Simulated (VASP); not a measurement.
Wanted: the native input for a VASP 6.6.1 run.

```
Task                   : single point
Functional             : PBE
Potentials or basis    : VASP PAW PBE potentials, release 64 (Tl_d, W_sv, Cl)
Cutoff                 : 520 eV
k mesh                 : 4 × 4 × 4
Occupations            : gaussian, width 0.1 eV
Spin                   : no spin polarisation
Dipole correction      : no
Further INCAR settings : ALGO = Normal; EDIFF = 1e-06; NBANDS = 44
```

The structure of TlWCl6 lies in POSCAR:

```
TlWCl6
1.0
    0.0000000000      5.4570000000      5.4570000000
    5.4570000000      0.0000000000      5.4570000000
    5.4570000000      5.4570000000      0.0000000000
Tl W Cl
1 1 6
Direct
    0.0000000000      0.0000000000      0.0000000000
    0.5000000000      0.5000000000      0.5000000000
    0.7500000000      0.2500000000      0.2500000000
    0.2500000000      0.7500000000      0.7500000000
    0.2500000000      0.7500000000      0.2500000000
    0.7500000000      0.2500000000      0.7500000000
    0.2500000000      0.2500000000      0.7500000000
    0.7500000000      0.7500000000      0.2500000000
```

These files were run (other wordings do the same):

INCAR

```
ALGO     = Normal         # electronic algorithm
EDIFF    = 1E-6           # SCF threshold, eV
ENCUT    = 520            # plane-wave cutoff, eV
GGA      = PE             # functional
ISIF     = 2              # what is computed and relaxed
ISMEAR   = 0              # smearing method
LASPH    = T              # aspherical terms in the spheres
LCHARG   = T              # write CHGCAR
LELF     = T              # ELF
LREAL    = F              # projectors in reciprocal space
LVHAR    = T            
LWAVE    = F              # write WAVECAR
NBANDS   = 44             # bands
NELM     = 60             # most SCF steps
PREC     = Accurate       # precision mode
SIGMA    = 0.1            # smearing width, eV
```

KPOINTS

```
k-points
0
Gamma
  4 4 4
```

Potentials or basis: VASP PAW PBE potentials, release 64 (Tl_d, W_sv, Cl).

Command:

```bash
$ cat potpaw_PBE.64/Tl_d/POTCAR potpaw_PBE.64/W_sv/POTCAR potpaw_PBE.64/Cl/POTCAR > POTCAR
$ mpirun -np 1 vasp_std > vasp.out
```

It gave:

```json
{
  "Pressure": "-4.8 GPa"
}
```

Caveat: an odd number of electrons without spin polarisation forces a metal; a magnetic or distorted state may lie lower.

Wall time 110 s on 1 thread of Intel(R) Xeon(R) 6975P-C (Granite Rapids), with other jobs on the host, peak memory 0.53 GiB.
